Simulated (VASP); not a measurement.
# Ge in VASP: notebook, part 2 of 2

VASP 6.6.1.

## Step 3: Single point, PBE+D3(BJ) (layers slid over each other, then relaxed in part)

The input, INCAR:

```
PREC     = Accurate       # precision mode
ENCUT    = 410            # plane-wave cutoff, eV
EDIFF    = 1E-6           # SCF threshold, eV
ISMEAR   = 0              # smearing method
SIGMA    = 0.1            # smearing width, eV
LREAL    = False          # projectors in reciprocal space
LASPH    = True           # aspherical terms in the spheres
NELM     = 120            # most SCF steps
ALGO     = Normal         # electronic algorithm
ISIF     = 2              # what is computed and relaxed
LWAVE    = False          # write WAVECAR
LCHARG   = False          # write CHGCAR
LDIPOL   = True         
IDIPOL   = 3            
DIPOL    = 0.5 0.5 0.343
GGA      = PE             # functional
IVDW     = 12             # dispersion correction
NBANDS   = 36             # bands
GGA_COMPAT= False        
NELMDL   = -8
```

The input, KPOINTS:

```
regular mesh
0
Gamma
  9 9 1
```

The input, POSCAR:

```
Ge
1.0
    4.0226895311      0.0000000000      0.0000000000
   -2.0113447656      3.4837513255      0.0000000000
    0.0000000000      0.0000000000     18.8685220517
Ge
4
Direct
    0.3333333333      0.6666666667      0.2834371780
    0.6666666667      0.3333333333      0.2384924472
    0.2222222222      1.8888888889      0.4480160342
    0.5555555556      1.5555555556      0.4030615637
```

Potentials or basis: VASP PAW PBE potentials, release 64 (Ge_d).

Started as:

```console
> cat potpaw_PBE.64/Ge_d/POTCAR > POTCAR
> mpirun -np 1 vasp_std > vasp.out
```

OUTCAR:

```text
PREC = Accurate
   ENCUT = 410
   EDIFF = 1E-6
   ISMEAR = 0
   LREAL = False
   LASPH = True
   NELM = 120
   ISIF = 2
   GGA = PE
   IVDW = 12
   NELMDL = -8
 IVDW          = 12

 ion  position               nearest neighbor table
   1  0.333  0.667  0.283-   2 2.47   2 2.47   2 2.47   4 2.55
   2  0.667  0.333  0.238-   1 2.47   1 2.47   1 2.47
   3  0.222  0.889  0.448-   4 2.47   4 2.47   4 2.47
   4  0.556  0.556  0.403-   3 2.47   3 2.47   3 2.47   1 2.55

  LATTYP: Found a hexagonal cell.
 ALAT       =     4.0226895311
 C/A-ratio  =     4.6905240650

  Lattice vectors:

 A1 = (   4.0226895311,   0.0000000000,   0.0000000000)
 A2 = (  -2.0113447656,   3.4837513255,   0.0000000000)
 A3 = (   0.0000000000,   0.0000000000,  18.8685220517)

Analysis of symmetry for initial positions (statically):
=====================================================================
 Subroutine PRICEL returns:
 Original cell was already a primitive cell.

 Routine SETGRP: Setting up the symmetry group for a
 hexagonal supercell.

 Subroutine GETGRP returns: Found  2 space group operations
 (whereof  1 operations were pure point group operations)
 out of a pool of 24 trial point group operations.

The static configuration has the point symmetry C_1 .
 The point group associated with its full space group is S_2 .

Analysis of symmetry for dynamics (positions and initial velocities):
=====================================================================
 Subroutine PRICEL returns:
 Original cell was already a primitive cell.

 Routine SETGRP: Setting up the symmetry group for a
 hexagonal supercell.

 Subroutine GETGRP returns: Found  2 space group operations
 (whereof  1 operations were pure point group operations)
 out of a pool of 24 trial point group operations.

The dynamic configuration has the point symmetry C_1 .
 The point group associated with its full space group is S_2 .

 Subroutine INISYM returns: Found  2 space group operations
 (whereof  1 operations are pure point group operations),
 and found     1 'primitive' translations
[... 125 lines left out ...]
   LHFCALC =     F    Hartree Fock is set to
   AEXX    =    0.0000 exact exchange contribution
   IVDW    =    12    specifies the selected vdW correction
   LEPSILON=     F    determine dielectric tensor
   LRPA    =     F    only Hartree local field effects (RPA)
 non-spin polarized calculation
 Gauss-broadening in eV      SIGMA  =   0.10
  energy-cutoff  :      410.00
  volume of cell :      264.42
 maximum number of plane-waves:      5031
   NGX = 13   NGY = 13   NGZ = 63

 dipolmoment           0.000000      0.000000     -0.000001 electrons x Angstroem

 number of electron      56.0000013 magnetization

 dipolmoment           0.000000      0.000000      0.001013 electrons x Angstroem

 Free energy of the ion-electron system (eV)
  ---------------------------------------------------
  ext. energy  EPLUGINS =         0.00000000
  ---------------------------------------------------
  free energy    TOTEN  =       -16.56558056 eV

  energy without entropy =      -16.56296949  energy(sigma->0) =      -16.56427502

 E-fermi :  -1.4847     XC(G=0):  -4.1709

 val. band max:       -1.5385357608   @ k =  -0.4444   0.2222   0.0000
 cond. band min:      -1.4350905292   @ k =  -0.3333   0.3333   0.0000
 fundamental gap:      0.1034452315
 Fermi energy:        -1.4847030051

 k-point     1 :       0.0000    0.0000    0.0000
  band No.  band energies     occupation
      1     -25.9503      2.00000
      2     -25.9003      2.00000
      3     -25.8965      2.00000
      4     -25.8774      2.00000
      5     -25.8715      2.00000
      6     -25.8521      2.00000
[... 925 lines left out ...]
     35       4.7983      0.00000
     36       5.0301      0.00000

 [... further k-points ...]

------------------------ aborting loop because EDIFF is reached ----------------------------------------

 vacuum level on the upper side and lower side of the slab       (xc-potential included)        -0.170        -0.185

 Edisp (eV)   -0.89452

 E8    (eV) :    -0.4198

  FORCE on cell =-STRESS in cart. coord.  units (eV):
  Direction    XX          YY          ZZ          XY          YZ          ZX
  --------------------------------------------------------------------------------------
  -------------------------------------------------------------------------------------
  Total      -0.02604     0.20641    -0.21376    -0.03116    -0.36429     0.00786
  in kB      -0.15777     1.25063    -1.29519    -0.18881    -2.20727     0.04761
  external pressure =       -0.07 kB  Pullay stress =        0.00 kB

 VOLUME and BASIS-vectors are now :
 -----------------------------------------------------------------------------
  energy-cutoff  :      410.00
  volume of cell :      264.42
      direct lattice vectors                 reciprocal lattice vectors
     4.022689531  0.000000000  0.000000000     0.248589903  0.143523447  0.000000000
    -2.011344766  3.483751326  0.000000000     0.000000000  0.287046895  0.000000000
     0.000000000  0.000000000 18.868522052     0.000000000  0.000000000  0.052998322

 POSITION                                       TOTAL-FORCE (eV/Angst)
 -----------------------------------------------------------------------------------
     -0.00000      2.32250      5.34804        -0.155611      0.147159     -0.006085
      2.01134      1.16125      4.50000         0.087134      0.008079     -0.004294
     -0.89393      3.09667      8.45340        -0.087134     -0.008079      0.004294
      1.11741      1.93542      7.60518         0.155611     -0.147159      0.006085
 -----------------------------------------------------------------------------------
    total drift:                               -0.008017      0.002359      0.219287

  FREE ENERGIE OF THE ION-ELECTRON SYSTEM (eV)
  ---------------------------------------------------
  free  energy   TOTEN  =       -17.4601001666 eV

  energy  without entropy=      -17.4574890944  energy(sigma->0) =      -17.45879463

 vacuum level on the upper side and lower side of the slab         2.997         2.982
```

OSZICAR:

```text
N       E                     dE             d eps       ncg     rms          rms(c)
DAV:   1     0.459833198312E+03    0.45983E+03   -0.27404E+04  3532   0.241E+03
DAV:   2     0.553212250725E+02   -0.40451E+03   -0.39671E+03  3420   0.609E+02
DAV:   3    -0.135384033205E+02   -0.68860E+02   -0.68425E+02  4168   0.178E+02
[... 16 lines left out ...]
DAV:  20    -0.165655123642E+02   -0.62823E-04   -0.58164E-06  2560   0.353E-02    0.143E-03
DAV:  21    -0.165655640307E+02   -0.51667E-04   -0.34144E-06  2396   0.461E-02    0.804E-04
DAV:  22    -0.165655743841E+02   -0.10353E-04   -0.88950E-07  2504   0.207E-02    0.334E-04
DAV:  23    -0.165655802604E+02   -0.58763E-05   -0.87195E-07  2116   0.622E-03    0.287E-04
DAV:  24    -0.165655805583E+02   -0.29788E-06   -0.11755E-07  2364   0.400E-03
   1 F= -.17460100E+02 E0= -.17458795E+02  d E =-.261107E-02
```

Run time: 7 min. Hardware: 1 thread of Oxide Virtual Turin-like, shared host; peak memory 0.38 GiB.

What came out:

```yaml
Free_energy: -17.4601 eV
Largest_force: 0.214 eV/Å
Band_gap_on_the_k_mesh: 0.10 eV (least direct gap 0.38 eV)
Dispersion_energy_per_atom: -0.224 eV
```

Forces on the atoms (eV/Å):
```
Ge  -0.156  0.147 -0.006
Ge   0.087  0.008 -0.004
Ge  -0.087 -0.008  0.004
Ge   0.156 -0.147  0.006
```

Levels at points of the mesh, in eV from the valence-band top:
| k point | band 26 | band 27 | band 28 | band 29 | band 30 | band 31 |
| --- | --- | --- | --- | --- | --- | --- |
| (0.00, 0.00, 0.00) | -0.44 | -0.11 | -0.10 | 1.03 | 1.15 | 2.13 |

Caveat: the cell differs from its parent crystal (layers slid over each other, then relaxed in part).
